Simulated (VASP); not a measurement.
Here is a VASP 6.6.1 calculation.

File INCAR:

```
PREC = Accurate ; ENCUT = 520
EDIFF = 1E-7 ; ISMEAR = 0
SIGMA = 0.05 ; LREAL = False
LASPH = True ; NELM = 150
ALGO = Normal ; ISIF = 2
LWAVE = False ; LCHARG = False
ISPIN = 2 ; MAGMOM = 0 0 0 0 0 0
LORBIT = 11 ; LMAXMIX = 4
LDAU = True ; LDAUTYPE = 2
LDAUL = 2 -1 ; LDAUU = 3 0
LDAUJ = 0 0 ; LDAUPRINT = 1
NBANDS = 37
```

The input KPOINTS:

```
Automatic mesh
0
Gamma
  4 4 6
```

POSCAR

```
TaN
1.0
    5.1960001500      0.0000000000      0.0000000000
   -2.5980000800      4.4998681300      0.0000000000
    0.0000000000      0.0000000000      2.9109996000
Ta N
3 3
Direct
    0.3333333333      0.6666666667      0.5000000000
    0.6666666667      0.3333333333      0.5000000000
    0.0000000000      0.0000000000      0.0000000000
    0.3928500000      0.0000000000      0.0000000000
    0.6071500000      0.6071500000      0.0000000000
    0.0000000000      0.3928500000      0.0000000000
```

Potentials or basis: VASP PAW LDA potentials, release 64 (Ta_pv, N).

Run with:

```bash
$ cat potpaw_LDA.64/Ta_pv/POTCAR potpaw_LDA.64/N/POTCAR > POTCAR
$ mpirun -np 1 vasp_std > vasp.out
```

Question: Estimate the pressure.

Answer: 0.7 GPa.

Question: Predict the band gap on the k mesh.

Answer: Zero (filled and empty bands overlap).

Question: Predict the net moment.

Answer: 0.00 μB per cell.

Stress tensor (GPa, compression positive):
```
0.72 0.00 0.00
0.00 0.72 0.00
0.00 0.00 0.59
```

Caveat: spin-orbit coupling is left out, which moves the levels of the heavy elements.
